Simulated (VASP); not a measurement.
# Sb (R-3m) in VASP: further runs

The runs below take Sb through single point, with LDA.

Program: VASP 6.6.1. These are calculated values, not measurements. Logs are shortened: lines on timing, memory, paths and dates and some standing lists are left out, and cuts for length are marked.

**1. The cell of the first run**

The structure is trigonal, space group R-3m (No. 166). Conventional cell: a = 4.294 Å, b = 4.294 Å, c = 10.964 Å, α = 90.00°, β = 90.00°, γ = 120.00°. Sb (site symmetry 3m) has 6 Sb at 2.91 to 3.27 Å within 3.8 Å.

**2. Single point, LDA**

File INCAR:

```
SYSTEM = Sb
  PREC = Accurate
  ENCUT = 500
  EDIFF = 1E-6
  ISMEAR = 0
  SIGMA = 0.05
  LREAL = .FALSE.
  LASPH = .TRUE.
  NELM = 120
  ALGO = Normal
  ISIF = 2
  LWAVE = .FALSE.
  LCHARG = .FALSE.
  NBANDS = 22
  GGA_COMPAT = .FALSE.
```

File KPOINTS:

```
Automatic mesh
0
G
  12 12 12
  0 0 0
```

File POSCAR:

```
Sb
1.0
    2.1470889964      1.2396224100      3.6547551018
   -2.1470889964      1.2396224100      3.6547551018
    0.0000000000     -2.4792448200      3.6547551018
Sb
2
Direct
    0.2358905479      0.2358905479      0.2358905479
    0.7641094521      0.7641094521      0.7641094521
```

Potentials or basis: VASP PAW LDA potentials, release 64 (Sb_d_GW).

Command:

```
$ cat potpaw_LDA.64/Sb_d_GW/POTCAR > POTCAR
$ mpirun -np 1 vasp_std > vasp.out
```

OUTCAR:

```text
SYSTEM = Sb
   PREC = Accurate
   ENCUT = 500
   EDIFF = 1E-6
   ISMEAR = 0
   LREAL = .FALSE.
   LASPH = .TRUE.
   NELM = 120
   ISIF = 2

 ion  position               nearest neighbor table
   1  0.236  0.236  0.236-   2 2.91   2 2.91   2 2.91   2 3.27   2 3.27   2 3.27
   2  0.764  0.764  0.764-   1 2.91   1 2.91   1 2.91   1 3.27   1 3.27   1 3.27

  LATTYP: Found a trigonal (rhomboedric) cell.
 ALAT       =     4.4163208366
 COS(alpha) =     0.5272746902

  Lattice vectors:

 A1 = (   2.1470889964,   1.2396224100,   3.6547551018)
 A2 = (  -2.1470889964,   1.2396224100,   3.6547551018)
 A3 = (   0.0000000000,  -2.4792448200,   3.6547551018)

Analysis of symmetry for initial positions (statically):
=====================================================================
 Subroutine PRICEL returns:
 Original cell was already a primitive cell.

 Routine SETGRP: Setting up the symmetry group for a
 trigonal (rhombohedral) supercell.

 Subroutine GETGRP returns: Found 12 space group operations
 (whereof 12 operations were pure point group operations)
 out of a pool of 12 trial point group operations.

The static configuration has the point symmetry D_3d.

Analysis of symmetry for dynamics (positions and initial velocities):
=====================================================================
 Subroutine PRICEL returns:
 Original cell was already a primitive cell.

 Routine SETGRP: Setting up the symmetry group for a
 trigonal (rhombohedral) supercell.

 Subroutine GETGRP returns: Found 12 space group operations
 (whereof 12 operations were pure point group operations)
 out of a pool of 12 trial point group operations.

The dynamic configuration has the point symmetry D_3d.

 Subroutine INISYM returns: Found 12 space group operations
 (whereof 12 operations are pure point group operations),
 and found     1 'primitive' translations

----------------------------------------------------------------------------------------

                                     Primitive cell

  volume of cell :      58.3645

  direct lattice vectors                    reciprocal lattice vectors
     2.147088996  1.239622410  3.654755102     0.232873440  0.134449543  0.091205381
    -2.147088996  1.239622410  3.654755102    -0.232873440  0.134449543  0.091205381
     0.000000000 -2.479244820  3.654755102     0.000000000 -0.268899086  0.091205381

  length of vectors
     4.416320837  4.416320837  4.416320837     0.283945664  0.283945664  0.283945664

  position of ions in fractional coordinates (direct lattice)
     0.235890548  0.235890548  0.235890548
     0.764109452  0.764109452  0.764109452

  ion indices of the primitive-cell ions
   primitive index   ion index
                 1           1
                 2           2

----------------------------------------------------------------------------------------

 KPOINTS: Automatic mesh

Automatic generation of k-mesh.
 Grid dimensions read from file:
 generate k-points for:   12   12   12

 Generating k-lattice:

  Cartesian coordinates                     Fractional coordinates (reciprocal lattice)
     0.019406120  0.011204129  0.007600448     0.083333333  0.000000000  0.000000000
    -0.019406120  0.011204129  0.007600448     0.000000000  0.083333333  0.000000000
     0.000000000 -0.022408257  0.007600448     0.000000000  0.000000000  0.083333333

  Length of vectors
     0.023662139  0.023662139  0.023662139

  Shift w.r.t. Gamma in fractional coordinates (k-lattice)
     0.000000000  0.000000000  0.000000000

 Subroutine IBZKPT returns following result:
 ===========================================

 Found    189 irreducible k-points:

 Following reciprocal coordinates:
            Coordinates               Weight
  0.000000  0.000000  0.000000      1.000000
  0.083333 -0.000000  0.000000      6.000000
  0.166667 -0.000000  0.000000      6.000000
  0.250000  0.000000  0.000000      6.000000
  0.333333  0.000000  0.000000      6.000000
  0.416667 -0.000000  0.000000      6.000000
[... 16 lines left out ...]
  0.500000  0.166667  0.000000     12.000000
 -0.416667  0.166667  0.000000     12.000000
 [... further k-points ...]
   k-points           NKPTS =    189   k-points in BZ     NKDIM =    189   number of bands    NBANDS=     22
   number of dos      NEDOS =    301   number of ions     NIONS =      2
   total plane-waves  NPLWV =  32768
   dimension x,y,z NGX =    32 NGY =   32 NGZ =   32
   dimension x,y,z NGXF=    64 NGYF=   64 NGZF=   64
   ions per type =               2
   NGX,Y,Z   is equivalent  to a cutoff of  12.05, 12.05, 12.05 a.u.
   NGXF,Y,Z  is equivalent  to a cutoff of  24.09, 24.09, 24.09 a.u.
 SYSTEM =  Sb
   PREC   = accura    normal or accurate (medium, high low for compatibility)
   ISTART =      0    job   : 0-new  1-cont  2-samecut
   ICHARG =      2    charge: 1-file 2-atom 10-const
   ISPIN  =      1    spin polarized calculation?
   LNONCOLLINEAR =      F non collinear calculations
   LSORBIT =      F    spin-orbit coupling
   LASPH  =      T    aspherical Exc in radial PAW
   ENCUT  =  500.0 eV  36.75 Ry    6.06 a.u.   8.05  8.05  8.05*2*pi/ulx,y,z
   NELM   =    120;   NELMIN=  2; NELMDL= -5     # of ELM steps
   EDIFF  = 0.1E-05   stopping-criterion for ELM
   LREAL  =      F    real-space projection
   EDIFFG = 0.1E-04   stopping-criterion for IOM
   NSW    =      0    number of steps for IOM
   IBRION =     -1    ionic relax: 0-MD 1-quasi-New 2-CG
   NFREE  =      0    steps in history (QN), initial steepest desc. (CG)
   ISIF   =      2    stress and relaxation
   ISYM   =      2    0-nonsym 1-usesym 2-fastsym
   POTIM  = 0.5000    time-step for ionic-motion
   TEBEG  =    0.0;   TEEND  =   0.0 temperature during run
   PSTRESS=    0.0 pullay stress
   NELECT =      30.0000    total number of electrons
   NUPDOWN=      -1.0000    fix difference up-down
   EMIN   =  10.00;   EMAX   =-10.00  energy-range for DOS
   EFERMI =   0.00;   METHOD = LEGACY
   ISMEAR =     0;   SIGMA  =   0.05  broadening in eV -4-tet -1-fermi 0-gaus
   EFERMI_NEDOS =   21; number of points for ismear=-14 and -15
   IALGO  =     38    algorithm
   IMIX   =      4    mixing-type and parameters
     AMIX     =   0.40;   BMIX     =  1.00
     AMIX_MAG =   1.60;   BMIX_MAG =  1.00
  volume/ion in A,a.u.               =      29.18       196.93
  Fermi-wavevector in a.u.,A,eV,Ry     =   1.311391  2.478170 23.398575  1.719747
  Thomas-Fermi vector in A             =   2.441856
   LORBIT       =      0    0 simple, 1 ext, 2 COOP (PROOUT), +10 PAW based schemes
   GGA     = CA    functional components
   LHFCALC =     F    Hartree Fock is set to
   AEXX    =    0.0000 exact exchange contribution
   IVDW    =     0    specifies the selected vdW correction
   LEPSILON=     F    determine dielectric tensor
   LRPA    =     F    only Hartree local field effects (RPA)
 non-spin polarized calculation
 Gauss-broadening in eV      SIGMA  =   0.05
  energy-cutoff  :      500.00
  volume of cell :       58.36
 maximum number of plane-waves:      1497
   NGX = 17   NGY = 17   NGZ = 17

 number of electron      29.9999989 magnetization

 Free energy of the ion-electron system (eV)
  ---------------------------------------------------
  ext. energy  EPLUGINS =         0.00000000
  ---------------------------------------------------
  free energy    TOTEN  =        -9.64497623 eV

  energy without entropy =       -9.64483714  energy(sigma->0) =       -9.64490668

 E-fermi :   5.4079     XC(G=0): -10.3194

 val. band max:        5.4060494303   @ k =   0.5000   0.5000   0.5000
 cond. band min:       5.4215328265   @ k =  -0.4167   0.5000   0.4167
 fundamental gap:      0.0154833962
 Fermi energy:         5.4078906608

 k-point     1 :       0.0000    0.0000    0.0000
  band No.  band energies     occupation
      1     -23.8890      2.00000
      2     -23.8890      2.00000
      3     -23.7908      2.00000
      4     -23.7908      2.00000
      5     -23.7697      2.00000
      6     -23.6693      2.00000
[... 14 lines left out ...]
     21      10.6659      0.00000
     22      12.0157      0.00000

 k-point     2 :       0.0833   -0.0000    0.0000
  band No.  band energies     occupation
      1     -23.8855      2.00000
      2     -23.8846      2.00000
      3     -23.7892      2.00000
      4     -23.7884      2.00000
      5     -23.7677      2.00000
      6     -23.6713      2.00000
[... 14 lines left out ...]
     21      10.5669      0.00000
     22      12.6470      0.00000

 k-point     3 :       0.1667   -0.0000    0.0000
  band No.  band energies     occupation
      1     -23.8753      2.00000
      2     -23.8715      2.00000
      3     -23.7846      2.00000
      4     -23.7813      2.00000
      5     -23.7618      2.00000
      6     -23.6771      2.00000
[... 14 lines left out ...]
     21      10.8992      0.00000
     22      13.9713      0.00000

 k-point     4 :       0.2500    0.0000    0.0000
  band No.  band energies     occupation
      1     -23.8600      2.00000
      2     -23.8509      2.00000
      3     -23.7780      2.00000
      4     -23.7703      2.00000
      5     -23.7524      2.00000
      6     -23.6865      2.00000
[... 14 lines left out ...]
     21      11.5826      0.00000
     22      15.5851      0.00000

 k-point     5 :       0.3333    0.0000    0.0000
  band No.  band energies     occupation
      1     -23.8421      2.00000
      2     -23.8246      2.00000
      3     -23.7707      2.00000
      4     -23.7564      2.00000
      5     -23.7402      2.00000
      6     -23.7022      2.00000
[... 14 lines left out ...]
     21      12.5466      0.00000
     22      16.5921      0.00000

 k-point     6 :       0.4167   -0.0000    0.0000
  band No.  band energies     occupation
      1     -23.8266      2.00000
      2     -23.7957      2.00000
      3     -23.7646      2.00000
      4     -23.7414      2.00000
      5     -23.7325      2.00000
      6     -23.7162      2.00000
[... 14 lines left out ...]
     21      13.7328      0.00000
     22      15.3476      0.00000

 k-point     7 :       0.5000    0.0000    0.0000
  band No.  band energies     occupation
      1     -23.8200      2.00000
      2     -23.7769      2.00000
      3     -23.7617      2.00000
      4     -23.7444      2.00000
      5     -23.7304      2.00000
      6     -23.7216      2.00000
[... 324 lines left out ...]
      6     -23.6902      2.00000
[... 14 lines left out ...]
     21      12.3546      0.00000
     22      13.6659      0.00000

 k-point    21 :       0.3333    0.1667    0.0000
  band No.  band energies     occupation
      1     -23.8707      2.00000
      2     -23.8157      2.00000
      3     -23.7798      2.00000
      4     -23.7617      2.00000
      5     -23.7410      2.00000
      6     -23.7028      2.00000
[... 14 lines left out ...]
     21      13.2399      0.00000
     22      14.8877      0.00000

 k-point    22 :       0.4167    0.1667    0.0000
  band No.  band energies     occupation
      1     -23.8547      2.00000
      2     -23.7967      2.00000
      3     -23.7693      2.00000
      4     -23.7565      2.00000
      5     -23.7296      2.00000
      6     -23.7165      2.00000
[... 14 lines left out ...]
     21      14.4147      0.00000
     22      15.1401      0.00000

 k-point    23 :       0.5000    0.1667    0.0000
  band No.  band energies     occupation
      1     -23.8406      2.00000
      2     -23.7815      2.00000
      3     -23.7577      2.00000
      4     -23.7531      2.00000
      5     -23.7301      2.00000
      6     -23.7187      2.00000
[... 14 lines left out ...]
     21      14.6914      0.00000
     22      14.9538      0.00000

 k-point    24 :      -0.4167    0.1667    0.0000
  band No.  band energies     occupation
      1     -23.8382      2.00000
      2     -23.7658      2.00000
      3     -23.7587      2.00000
      4     -23.7488      2.00000
      5     -23.7340      2.00000
      6     -23.7296      2.00000
[... 14 lines left out ...]
     21      13.3407      0.00000
     22      16.0566      0.00000

 [... further k-points ...]

------------------------ aborting loop because EDIFF is reached ----------------------------------------

  FORCE on cell =-STRESS in cart. coord.  units (eV):
  Direction    XX          YY          ZZ          XY          YZ          ZX
  --------------------------------------------------------------------------------------
  -------------------------------------------------------------------------------------
  Total       -0.0020703     -0.0020703     -0.0096693     -0.0000000      0.0000000     -0.0000000
  in kB       -0.0568316     -0.0568316     -0.2654350     -0.0000000      0.0000000     -0.0000000
  external PRESSURE =      -0.1263661 kB  Pullay stress =       0.0000000 kB

 VOLUME and BASIS-vectors are now :
 -----------------------------------------------------------------------------
  energy-cutoff  :      500.00
  volume of cell :       58.36
      direct lattice vectors                 reciprocal lattice vectors
     2.147088996  1.239622410  3.654755102     0.232873440  0.134449543  0.091205381
    -2.147088996  1.239622410  3.654755102    -0.232873440  0.134449543  0.091205381
     0.000000000 -2.479244820  3.654755102     0.000000000 -0.268899086  0.091205381

 POSITION                                       TOTAL-FORCE (eV/Angst)
 -----------------------------------------------------------------------------------
      0.00000      0.00000      2.58637         0.000000     -0.000000      0.010496
      0.00000      0.00000      8.37790         0.000000      0.000000     -0.010496
 -----------------------------------------------------------------------------------
    total drift:                                0.000000      0.000000     -0.000000

  FREE ENERGIE OF THE ION-ELECTRON SYSTEM (eV)
  ---------------------------------------------------
  free  energy   TOTEN  =        -9.6449762272 eV

  energy  without entropy=       -9.6448371417  energy(sigma->0) =       -9.64490668
```

Wall time 1.7 min (1 thread of Intel Xeon Platinum 8488C (Sapphire Rapids), shared host); peak memory 0.32 GiB.

Results:

- Free energy: -9.6450 eV
- Pressure: 0.0 GPa
- Largest force: 0.010 eV/Å
- Band gap on the k mesh: zero (bands 15 and 16 overlap by 0.27 eV)

Forces in eV/Å, atoms in the order of the input:
```
Sb   0.000  0.000  0.010
Sb   0.000  0.000 -0.010
```

Caveat: spin-orbit coupling is left out, which moves the levels of the heavy elements.

**3. Single point, LDA**

File INCAR:

```
  PREC = Accurate
  ENCUT = 500
  EDIFF = 1E-6
  ISMEAR = 0
  SIGMA = 0.05
  LREAL = False
  LASPH = True
  NELM = 120
  ALGO = Normal
  ISIF = 2
  LWAVE = False
  LCHARG = True
  GGA = CA
  LELF = True
  LVHAR = True
  NBANDS = 22
  GGA_COMPAT = False
```

File KPOINTS:

```
regular mesh
0
Gamma
  12 12 12
```

POSCAR is that of step 2.

Potentials or basis: VASP PAW LDA potentials, release 64 (Sb_d_GW).

Command:

```
$ cat potpaw_LDA.64/Sb_d_GW/POTCAR > POTCAR
$ mpirun -np 1 vasp_std > vasp.out
```

OUTCAR:

```text
PREC = Accurate
   ENCUT = 500
   EDIFF = 1E-6
   ISMEAR = 0
   LREAL = False
   LASPH = True
   NELM = 120
   ISIF = 2
   GGA = CA

 ion  position               nearest neighbor table
   1  0.236  0.236  0.236-   2 2.91   2 2.91   2 2.91   2 3.27   2 3.27   2 3.27
   2  0.764  0.764  0.764-   1 2.91   1 2.91   1 2.91   1 3.27   1 3.27   1 3.27

  LATTYP: Found a trigonal (rhomboedric) cell.
 ALAT       =     4.4163208366
 COS(alpha) =     0.5272746902

  Lattice vectors:

 A1 = (   2.1470889964,   1.2396224100,   3.6547551018)
 A2 = (  -2.1470889964,   1.2396224100,   3.6547551018)
 A3 = (   0.0000000000,  -2.4792448200,   3.6547551018)

Analysis of symmetry for initial positions (statically):
=====================================================================
 Subroutine PRICEL returns:
 Original cell was already a primitive cell.

 Routine SETGRP: Setting up the symmetry group for a
 trigonal (rhombohedral) supercell.

 Subroutine GETGRP returns: Found 12 space group operations
[... 160 lines left out ...]
  ---------------------------------------------------
  free energy    TOTEN  =        -9.64497623 eV

  energy without entropy =       -9.64483714  energy(sigma->0) =       -9.64490668

 E-fermi :   5.4079     XC(G=0): -10.3194

 val. band max:        5.4060494584   @ k =   0.5000   0.5000   0.5000
 cond. band min:       5.4215327849   @ k =  -0.4167   0.5000   0.4167
 fundamental gap:      0.0154833265
 Fermi energy:         5.4078906408

 k-point     1 :       0.0000    0.0000    0.0000
  band No.  band energies     occupation
      1     -23.8890      2.00000
      2     -23.8890      2.00000
      3     -23.7908      2.00000
      4     -23.7908      2.00000
      5     -23.7697      2.00000
      6     -23.6693      2.00000
[... 589 lines left out ...]
     21      13.3407      0.00000
     22      16.0566      0.00000

 [... further k-points ...]

------------------------ aborting loop because EDIFF is reached ----------------------------------------

  FORCE on cell =-STRESS in cart. coord.  units (eV):
  Direction    XX          YY          ZZ          XY          YZ          ZX
  --------------------------------------------------------------------------------------
  -------------------------------------------------------------------------------------
  Total       -0.0020705     -0.0020705     -0.0096698      0.0000000      0.0000000      0.0000000
  in kB       -0.0568383     -0.0568383     -0.2654479      0.0000000      0.0000000      0.0000000
  external PRESSURE =      -0.1263748 kB  Pullay stress =       0.0000000 kB

 VOLUME and BASIS-vectors are now :
 -----------------------------------------------------------------------------
  energy-cutoff  :      500.00
  volume of cell :       58.36
      direct lattice vectors                 reciprocal lattice vectors
     2.147088996  1.239622410  3.654755102     0.232873440  0.134449543  0.091205381
    -2.147088996  1.239622410  3.654755102    -0.232873440  0.134449543  0.091205381
     0.000000000 -2.479244820  3.654755102     0.000000000 -0.268899086  0.091205381

 POSITION                                       TOTAL-FORCE (eV/Angst)
 -----------------------------------------------------------------------------------
      0.00000      0.00000      2.58637         0.000000     -0.000000      0.010514
      0.00000      0.00000      8.37790         0.000000      0.000000     -0.010514
 -----------------------------------------------------------------------------------
    total drift:                                0.000000      0.000000     -0.000000

  FREE ENERGIE OF THE ION-ELECTRON SYSTEM (eV)
  ---------------------------------------------------
  free  energy   TOTEN  =        -9.6449762274 eV

  energy  without entropy=       -9.6448371419  energy(sigma->0) =       -9.64490668
```

OSZICAR:

```text
N       E                     dE             d eps       ncg     rms          rms(c)
DAV:   1     0.227714899727E+03    0.22771E+03   -0.91655E+03 11722   0.134E+04
DAV:   2     0.220692913156E+02   -0.20565E+03   -0.19759E+03 16216   0.150E+03
DAV:   3    -0.826116216863E+01   -0.30330E+02   -0.30126E+02 16350   0.245E+02
DAV:   4    -0.962453457610E+01   -0.13634E+01   -0.13627E+01 14454   0.365E+01
DAV:   5    -0.966643792915E+01   -0.41903E-01   -0.41896E-01 12372   0.676E+00    0.410E+00
DAV:   6    -0.965365717280E+01    0.12781E-01   -0.48678E-02 16488   0.628E+00    0.255E+00
DAV:   7    -0.964500513604E+01    0.86520E-02   -0.96649E-03 15542   0.506E+00    0.941E-02
DAV:   8    -0.964496681122E+01    0.38325E-04   -0.89532E-04 14802   0.149E+00    0.555E-02
DAV:   9    -0.964497537839E+01   -0.85672E-05   -0.35843E-05 13952   0.355E-01    0.136E-02
DAV:  10    -0.964497622739E+01   -0.84900E-06   -0.17862E-06  7150   0.100E-01
   1 F= -.96449762E+01 E0= -.96449067E+01  d E =-.139085E-03
```

stdout:

```text
POSCAR found type information on POSCAR Sb
 POSCAR found :  1 types and       2 ions
 scaLAPACK will be used
 LDA part: xc-table for (Slater(with rela. corr.)+CA(PZ))
 , standard interpolation
 POSCAR, INCAR and KPOINTS ok, starting setup
 FFT: planning ... GRIDC
 FFT: planning ... GRID_SOFT
 FFT: planning ... GRID
 WAVECAR not read
 entering main loop
```

It took 3.3 min on 1 thread of AMD EPYC 7R43 (Zen 3), shared host; peak memory 0.3 GiB.

Results:

```yaml
Free_energy: -9.6450 eV
Pressure: 0.0 GPa
Largest_force: 0.011 eV/Å
Band_gap_on_the_k_mesh: zero (bands 15 and 16 overlap by 0.27 eV)
```

Forces on the atoms (eV/Å):
```
Sb   0.000  0.000  0.011
Sb   0.000  0.000 -0.011
```

Caveat: spin-orbit coupling is left out, which moves the levels of the heavy elements.
